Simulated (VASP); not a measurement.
# PbSe in VASP: further runs

Runs on PbSe. Level: PBE. Tasks: relaxation of shape and atoms at fixed volume, single point.

Everything below comes from runs of VASP 6.6.1. Logs are shortened: lines on timing, memory, paths and dates and some standing lists are left out, and cuts for length are marked.

### 1 The cell of the first run

The structure is hexagonal, space group P6_3/mmc (No. 194). The conventional cell has a = 4.333 Å, b = 4.333 Å, c = 7.724 Å, α = 90.00°, β = 90.00°, γ = 120.00°. Pb (site symmetry -6m2) has 6 Se at 3.16 Å within 4.2 Å. Se (site symmetry -3m) has 6 Pb at 3.16 Å and 2 Se at 3.86 Å within 4.2 Å.

### 2 Relaxation of shape and atoms at fixed volume, PBE (volume scaled by 1.040)

File INCAR:

```
SYSTEM = PbSe
ALGO = Normal ; EDIFF = 1E-7
EDIFFG = -0.01 ; ENCUT = 600
GGA = PE ; IBRION = 2
ISIF = 4 ; ISMEAR = 0
LASPH = .TRUE. ; LCHARG = .FALSE.
LREAL = .FALSE. ; LWAVE = .FALSE.
NELM = 80 ; NSW = 60
PREC = Accurate ; SIGMA = 0.05
```

File KPOINTS:

```
k-points
0
G
  8 8 6
  0 0 0
```

File POSCAR:

```
PbSe
1.0
    4.3329464911      0.0000000000      0.0000000000
   -2.1664732455      3.7524417345      0.0000000000
    0.0000000000      0.0000000000      7.7240607015
Pb Se
2 2
Direct
    0.3333333333      0.6666666667      0.2500000000
    0.6666666667      0.3333333333      0.7500000000
    0.0000000000      0.0000000000      0.0000000000
    0.0000000000      0.0000000000      0.5000000000
```

Potentials or basis: VASP PAW PBE potentials, release 64 (Pb_d, Se).

Command:

```console
> cat potpaw_PBE.64/Pb_d/POTCAR potpaw_PBE.64/Se/POTCAR > POTCAR
> mpirun -np 1 vasp_std > vasp.out
```

OUTCAR:

```text
SYSTEM = PbSe
   EDIFF = 1E-7
   EDIFFG = -0.01
   ENCUT = 600
   GGA = PE
   IBRION = 2
   ISIF = 4
   ISMEAR = 0
   LASPH = .TRUE.
   LREAL = .FALSE.
   NELM = 80
   NSW = 60
   PREC = Accurate

 ion  position               nearest neighbor table
   1  0.333  0.667  0.250-   3 3.16   4 3.16   3 3.16   4 3.16   3 3.16   4 3.16
   2  0.667  0.333  0.750-   3 3.16   4 3.16   3 3.16   4 3.16   3 3.16   4 3.16
   3  0.000  0.000  0.000-   1 3.16   2 3.16   1 3.16   2 3.16   2 3.16   1 3.16
   4  0.000  0.000  0.500-   1 3.16   2 3.16   1 3.16   2 3.16   2 3.16   1 3.16

  LATTYP: Found a hexagonal cell.
 ALAT       =     4.3329464911
 C/A-ratio  =     1.7826346846

  Lattice vectors:

 A1 = (   4.3329464911,   0.0000000000,   0.0000000000)
 A2 = (  -2.1664732455,   3.7524417345,   0.0000000000)
 A3 = (   0.0000000000,   0.0000000000,   7.7240607015)

Analysis of symmetry for initial positions (statically):
=====================================================================
 Subroutine PRICEL returns:
 Original cell was already a primitive cell.

 Routine SETGRP: Setting up the symmetry group for a
 hexagonal supercell.

 Subroutine GETGRP returns: Found 24 space group operations
 (whereof 12 operations were pure point group operations)
 out of a pool of 24 trial point group operations.

The static configuration has the point symmetry D_3d.
 The point group associated with its full space group is D_6h.

Analysis of symmetry for dynamics (positions and initial velocities):
=====================================================================
 Subroutine PRICEL returns:
 Original cell was already a primitive cell.

 Routine SETGRP: Setting up the symmetry group for a
 hexagonal supercell.

 Subroutine GETGRP returns: Found 24 space group operations
 (whereof 12 operations were pure point group operations)
 out of a pool of 24 trial point group operations.

The dynamic configuration has the point symmetry D_3d.
 The point group associated with its full space group is D_6h.

 Subroutine INISYM returns: Found 24 space group operations
 (whereof 12 operations are pure point group operations),
 and found     1 'primitive' translations

----------------------------------------------------------------------------------------

                                     Primitive cell

  volume of cell :     125.5865

  direct lattice vectors                    reciprocal lattice vectors
     4.332946491  0.000000000  0.000000000     0.230789834  0.133246573  0.000000000
    -2.166473246  3.752441735  0.000000000     0.000000000  0.266493145  0.000000000
     0.000000000  0.000000000  7.724060702     0.000000000  0.000000000  0.129465580

  length of vectors
     4.332946491  4.332946491  7.724060702     0.266493145  0.266493145  0.129465580

  position of ions in fractional coordinates (direct lattice)
     0.333333333  0.666666667  0.250000000
     0.666666667  0.333333333  0.750000000
     0.000000000  0.000000000  0.000000000
     0.000000000  0.000000000  0.500000000

  ion indices of the primitive-cell ions
   primitive index   ion index
                 1           1
                 2           2
                 3           3
                 4           4

----------------------------------------------------------------------------------------

 KPOINTS: k-points

Automatic generation of k-mesh.
 Grid dimensions read from file:
 generate k-points for:    8    8    6

 Generating k-lattice:

  Cartesian coordinates                     Fractional coordinates (reciprocal lattice)
     0.028848729  0.016655822  0.000000000     0.125000000  0.000000000  0.000000000
     0.000000000  0.033311643  0.000000000     0.000000000  0.125000000  0.000000000
     0.000000000  0.000000000  0.021577597     0.000000000  0.000000000  0.166666667

  Length of vectors
     0.033311643  0.033311643  0.021577597

  Shift w.r.t. Gamma in fractional coordinates (k-lattice)
     0.000000000  0.000000000  0.000000000

 Subroutine IBZKPT returns following result:
 ===========================================

 Found     40 irreducible k-points:

 Following reciprocal coordinates:
            Coordinates               Weight
  0.000000  0.000000  0.000000      1.000000
  0.125000 -0.000000  0.000000      6.000000
  0.250000 -0.000000  0.000000      6.000000
  0.375000 -0.000000  0.000000      6.000000
  0.500000 -0.000000  0.000000      3.000000
  0.125000  0.125000  0.000000      6.000000
[... 16 lines left out ...]
  0.250000 -0.000000  0.333333     12.000000
  0.375000 -0.000000  0.333333     12.000000
 [... further k-points ...]
   k-points           NKPTS =     40   k-points in BZ     NKDIM =     40   number of bands    NBANDS=     24
   number of dos      NEDOS =    301   number of ions     NIONS =      4
   total plane-waves  NPLWV =  82944
   dimension x,y,z NGX =    36 NGY =   36 NGZ =   64
   dimension x,y,z NGXF=    72 NGYF=   72 NGZF=  128
   ions per type =               2   2
[... 65 lines left out ...]

  FORCE on cell =-STRESS in cart. coord.  units (eV):
  Direction    XX          YY          ZZ          XY          YZ          ZX
  --------------------------------------------------------------------------------------
  -------------------------------------------------------------------------------------
  Total       -1.2105346     -1.2105346     -1.3151571     -0.0000000      0.0000000     -0.0000000
  in kB      -15.4434682    -15.4434682    -16.7781963     -0.0000000      0.0000000     -0.0000000
  external PRESSURE =     -15.8883775 kB  Pullay stress =       0.0000000 kB

 VOLUME and BASIS-vectors are now :
 -----------------------------------------------------------------------------
  energy-cutoff  :      600.00
  volume of cell :      125.59
      direct lattice vectors                 reciprocal lattice vectors
     4.332946491  0.000000000  0.000000000     0.230789834  0.133246573  0.000000000
    -2.166473246  3.752441735  0.000000000     0.000000000  0.266493145  0.000000000
     0.000000000  0.000000000  7.724060702     0.000000000  0.000000000  0.129465580

 POSITION                                       TOTAL-FORCE (eV/Angst)
 -----------------------------------------------------------------------------------
     -0.00000      2.50163      1.93102         0.000000      0.000000      0.000000
      2.16647      1.25081      5.79305        -0.000000     -0.000000      0.000000
      0.00000      0.00000      0.00000         0.000000      0.000000      0.000000
      0.00000      0.00000      3.86203         0.000000      0.000000      0.000000
 -----------------------------------------------------------------------------------
    total drift:                                0.000000     -0.000000      0.000000

  FREE ENERGIE OF THE ION-ELECTRON SYSTEM (eV)
  ---------------------------------------------------
  free  energy   TOTEN  =       -16.0340643199 eV

  energy  without entropy=      -16.0340643194  energy(sigma->0) =      -16.03406432

--------------------------------------- Ionic step        2  -------------------------------------------

 number of electron      40.0000012 magnetization

 Free energy of the ion-electron system (eV)
  ---------------------------------------------------
  ext. energy  EPLUGINS =         0.00000000
  ---------------------------------------------------
  free energy    TOTEN  =       -16.03412878 eV

  energy without entropy =      -16.03412878  energy(sigma->0) =      -16.03412878

 E-fermi :   3.9933     XC(G=0):  -9.1068

 val. band max:        3.8108812406   @ k =   0.0000   0.0000   0.0000
 cond. band min:       4.1822172944   @ k =   0.5000  -0.0000   0.0000
 fundamental gap:      0.3713360539
 Fermi energy:         3.9933221164

 k-point     1 :       0.0000    0.0000    0.0000
  band No.  band energies     occupation
      1     -12.7569      2.00000
      2     -12.7569      2.00000
      3     -12.7523      2.00000
      4     -12.7523      2.00000
      5     -12.7202      2.00000
      6     -12.7139      2.00000
[... 16 lines left out ...]
     23       6.2803      0.00000
     24       8.3421      0.00000

 k-point     2 :       0.1250   -0.0000    0.0000
  band No.  band energies     occupation
      1     -12.7596      2.00000
      2     -12.7532      2.00000
      3     -12.7517      2.00000
      4     -12.7476      2.00000
      5     -12.7173      2.00000
      6     -12.7172      2.00000
[... 16 lines left out ...]
     23       6.7712      0.00000
     24       7.3614      0.00000
[... 565 lines left out ...]
     23       6.9265      0.00000
     24       7.9386      0.00000

 k-point    24 :       0.3750   -0.0000    0.3333
  band No.  band energies     occupation
      1     -12.7723      2.00000
      2     -12.7668      2.00000
      3     -12.7458      2.00000
      4     -12.7304      2.00000
      5     -12.7264      2.00000
      6     -12.7250      2.00000
[... 16 lines left out ...]
     23       6.8592      0.00000
     24       7.2858      0.00000

 [... further k-points ...]
[... 5 lines left out ...]
  --------------------------------------------------------------------------------------
  -------------------------------------------------------------------------------------
  Total       -1.2230515     -1.2230515     -1.2711548     -0.0000000     -0.0000000      0.0000000
  in kB      -15.6031523    -15.6031523    -16.2168336     -0.0000000     -0.0000000      0.0000000
  external PRESSURE =     -15.8077127 kB  Pullay stress =       0.0000000 kB

 VOLUME and BASIS-vectors are now :
 -----------------------------------------------------------------------------
  energy-cutoff  :      600.00
  volume of cell :      125.59
      direct lattice vectors                 reciprocal lattice vectors
     4.334769720 -0.000000000 -0.000000000     0.230692762  0.133190528  0.000000000
    -2.167384860  3.754020697  0.000000000     0.000000000  0.266381057  0.000000000
    -0.000000000  0.000000000  7.717564499     0.000000000  0.000000000  0.129574557

 POSITION                                       TOTAL-FORCE (eV/Angst)
 -----------------------------------------------------------------------------------
     -0.00000      2.50268      1.92939         0.000000     -0.000000      0.000000
      2.16738      1.25134      5.78817        -0.000000      0.000000      0.000000
      0.00000     -0.00000     -0.00000         0.000000     -0.000000      0.000000
     -0.00000     -0.00000      3.85878         0.000000     -0.000000      0.000000
 -----------------------------------------------------------------------------------
    total drift:                                0.000000     -0.000000      0.000000

  FREE ENERGIE OF THE ION-ELECTRON SYSTEM (eV)
  ---------------------------------------------------
  free  energy   TOTEN  =       -16.0341287785 eV

  energy  without entropy=      -16.0341287782  energy(sigma->0) =      -16.03412878

 reached required accuracy - stopping structural energy minimisation
```

It took 1.8 min on 1 thread of Intel Xeon 6975P-C (Granite Rapids), shared host; peak memory 0.36 GiB.

What came out:

| Property | Result |
| --- | --- |
| Free energy | -16.0341 eV |
| Energy gained by relaxing | 0.0 meV/atom |
| Ionic steps | 2 |
| Pressure after relaxing | -1.6 GPa |
| Band gap on the k mesh | 0.37 eV, indirect (least direct gap 0.39 eV) |

Final structure:
```
CELL_PARAMETERS angstrom
4.33477 0.00000 0.00000
-2.16738 3.75402 0.00000
0.00000 0.00000 7.71756
ATOMIC_POSITIONS crystal
Pb 0.33333 0.66667 0.25000
Pb 0.66667 0.33333 0.75000
Se 0.00000 0.00000 0.00000
Se 0.00000 0.00000 0.50000
```

Levels at points of the mesh, in eV from the valence-band top:
| k point | band 17 | band 18 | band 19 | band 20 | band 21 | band 22 | band 23 | band 24 |
| --- | --- | --- | --- | --- | --- | --- | --- | --- |
| (0.00, 0.00, 0.00) | -1.17 | -0.48 | -0.48 | 0.00 | 1.28 | 2.47 | 2.47 | 4.53 |
| (0.50, 0.00, 0.00) | -2.21 | -0.83 | -0.24 | -0.02 | 0.37 | 1.84 | 2.09 | 4.25 |
| (0.00, 0.00, 0.50) | -0.88 | -0.88 | -0.88 | -0.88 | 3.10 | 3.10 | 3.38 | 3.38 |
| (0.50, 0.00, 0.50) | -1.70 | -1.70 | -1.67 | -1.67 | 2.42 | 2.42 | 3.71 | 3.71 |

Caveat: the cell differs from its parent crystal (volume scaled by 1.040); spin-orbit coupling is left out, which moves the levels of the heavy elements.

### 3 Single point, PBE (atom 2 (Pb) moved 0.12 Å along x)

File INCAR:

```
SYSTEM = PbSe
ALGO = Normal ; EDIFF = 1E-6
ENCUT = 520 ; GGA = PE
ISIF = 2 ; ISMEAR = 0
LASPH = .True. ; LCHARG = .False.
LREAL = .False. ; LWAVE = .False.
NBANDS = 28 ; NELM = 100
PREC = Accurate ; SIGMA = 0.05
```

File KPOINTS:

```
k-points
0
Gamma
  8 8 6
  0 0 0
```

File POSCAR:

```
PbSe
1.0
    4.2709919997      0.0000000000      0.0000000000
   -2.1354959999      3.6987875711      0.0000000000
    0.0000000000      0.0000000000      7.6440140151
Pb Se
2 2
Direct
    0.3333333333      0.6666666667      0.2500000000
    0.6947631838      0.3333333333      0.7500000000
    0.0000000000      0.0000000000      0.0000000000
    0.0000000000      0.0000000000      0.5000000000
```

Potentials or basis: VASP PAW PBE potentials, release 64 (Pb_d, Se).

Command:

```console
> cat potpaw_PBE.64/Pb_d/POTCAR potpaw_PBE.64/Se/POTCAR > POTCAR
> mpirun -np 1 vasp_std > vasp.out
```

Wall time 6.9 min (1 thread of Oxide Virtual Turin-like, shared host); peak memory 0.48 GiB.

It converged, with:

| Quantity | Value |
| --- | --- |
| Free energy | -16.0462 eV |
| Pressure | 0.1 GPa |
| Largest force | 0.200 eV/Å |
| Band gap on the k mesh | 0.20 eV, indirect (least direct gap 0.26 eV) |

Forces on the atoms (eV/Å):
```
Pb   0.057 -0.002  0.000
Pb  -0.200  0.008  0.000
Se   0.072 -0.003  0.021
Se   0.072 -0.003 -0.021
```

Stress tensor (GPa, compression positive):
```
 0.05 -0.12  0.00
-0.12  0.03  0.00
 0.00  0.00  0.10
```

Levels at points of the mesh, in eV from the valence-band top:
```csv
k point,band 18,band 19,band 20,band 21,band 22,band 23
"(0.00, 0.00, 0.00)",-0.66,-0.61,0.00,1.25,2.41,2.44
"(0.50, 0.00, 0.00)",-1.02,-0.44,-0.12,0.20,1.70,1.97
"(0.00, 0.50, 0.00)",-1.01,-0.42,-0.05,0.21,1.76,2.00
"(0.50, 0.50, 0.00)",-0.98,-0.40,-0.08,0.32,1.79,2.02
"(0.00, 0.00, 0.50)",-1.04,-0.99,-0.93,3.12,3.14,3.22
"(0.50, 0.00, 0.50)",-1.92,-1.85,-1.80,2.15,2.31,3.67
"(0.00, 0.50, 0.50)",-1.90,-1.85,-1.80,2.25,2.31,3.67
"(0.50, 0.50, 0.50)",-1.92,-1.83,-1.83,2.29,2.44,3.69
```

Caveat: the cell differs from its parent crystal (atom 2 (Pb) moved 0.12 Å along x); spin-orbit coupling is left out, which moves the levels of the heavy elements. A k mesh can miss the band edges.

### 4 Single point, PBE

This run uses another cell than the first one, of 30.18 Å³/atom, 0.961 times its volume.

File INCAR:

```
PREC = Accurate ; ENCUT = 520
EDIFF = 1E-6 ; ISMEAR = 0
SIGMA = 0.05 ; LREAL = F
LASPH = T ; NELM = 100
ALGO = Normal ; ISIF = 2
LWAVE = F ; LCHARG = F
GGA = PE ; NBANDS = 28
```

File KPOINTS:

```
Automatic mesh
0
Gamma
  8 8 6
```

File POSCAR:

```
PbSe
1.0
    4.2709919997      0.0640648800      0.0000000000
   -2.0800141863      3.6667551311      0.0000000000
    0.0000000000      0.0000000000      7.6440140151
Pb Se
2 2
Direct
    0.3333333333      0.6666666667      0.2500000000
    0.6666666667      0.3333333333      0.7500000000
    0.0000000000      0.0000000000      0.0000000000
    0.0000000000      0.0000000000      0.5000000000
```

Command:

```console
> cat potpaw_PBE.64/Pb_d/POTCAR potpaw_PBE.64/Se/POTCAR > POTCAR
> mpirun -np 1 vasp_std > vasp.out
```

Wall time 8.6 min (1 thread of Oxide Virtual Turin-like, shared host); peak memory 0.48 GiB.

The run converged. Its results:

```yaml
Free_energy: -16.0539 eV
Pressure: 0.0 GPa
Largest_force: 0.023 eV/Å
Band_gap_on_the_k_mesh: 0.14 eV, indirect (least direct gap 0.23 eV)
```

Forces in eV/Å, atoms in the order of the input:
```
Pb   0.023 -0.003  0.000
Pb  -0.023  0.003  0.000
Se   0.000  0.000  0.000
Se   0.000  0.000  0.000
```

Stress tensor (GPa, compression positive):
```
-0.02 -0.36  0.00
-0.36  0.00  0.00
 0.00  0.00  0.00
```

Levels at points of the mesh, in eV from the valence-band top:
```csv
k point,band 16,band 17,band 18,band 19,band 20,band 21,band 22,band 23,band 24,band 25
"(0.00, 0.00, 0.00)",-1.41,-1.33,-0.70,-0.62,-0.04,1.21,2.30,2.48,4.46,4.67
"(0.50, 0.00, 0.00)",-3.62,-2.36,-0.95,-0.46,0.00,0.23,1.80,2.12,4.22,5.25
"(0.00, 0.50, 0.00)",-3.60,-2.46,-1.02,-0.44,-0.08,0.18,1.71,1.97,4.20,5.24
"(0.50, 0.50, 0.00)",-3.58,-2.57,-1.10,-0.42,-0.17,0.14,1.61,1.82,4.18,5.23
"(0.00, 0.00, 0.50)",-1.13,-1.08,-1.08,-1.02,-1.02,3.12,3.12,3.25,3.25,3.45
"(0.50, 0.00, 0.50)",-3.09,-1.93,-1.93,-1.80,-1.80,2.33,2.33,3.77,3.77,4.22
"(0.00, 0.50, 0.50)",-3.11,-1.97,-1.97,-1.86,-1.86,2.28,2.28,3.66,3.66,4.15
"(0.50, 0.50, 0.50)",-3.12,-2.01,-2.01,-1.92,-1.92,2.23,2.23,3.56,3.56,4.06
```

Caveat: spin-orbit coupling is left out, which moves the levels of the heavy elements.

### 5 Overview

| task | cell | cutoff (eV) | gap on the mesh (eV) | pressure (GPa) | largest force (eV/Å) |
| --- | --- | --- | --- | --- | --- |
| relaxation of shape and atoms at fixed volume | relaxed from a = 4.333, b = 4.333, c = 7.724 Å, angles 90.0, 90.0, 120.0°, 4 atoms | 600 | 0.37 | -1.6 | - |
| single point | a = 4.271, b = 4.271, c = 7.644 Å, angles 90.0, 90.0, 120.0°, 4 atoms | 520 | 0.20 | 0.1 | 0.20 |
| single point | a = 4.271, b = 4.216, c = 7.644 Å, angles 90.0, 90.0, 118.7°, 4 atoms | 520 | 0.14 | 0.0 | 0.02 |

Alike in all rows: level PBE; potentials or basis VASP PAW PBE potentials, release 64 (Pb_d, Se); no spin polarisation; k mesh 8 × 8 × 6; smearing gaussian 0.05 eV.

Caveats: spin-orbit coupling is left out, which moves the levels of the heavy elements.

Absolute energies hang on the potentials; compare differences alone.
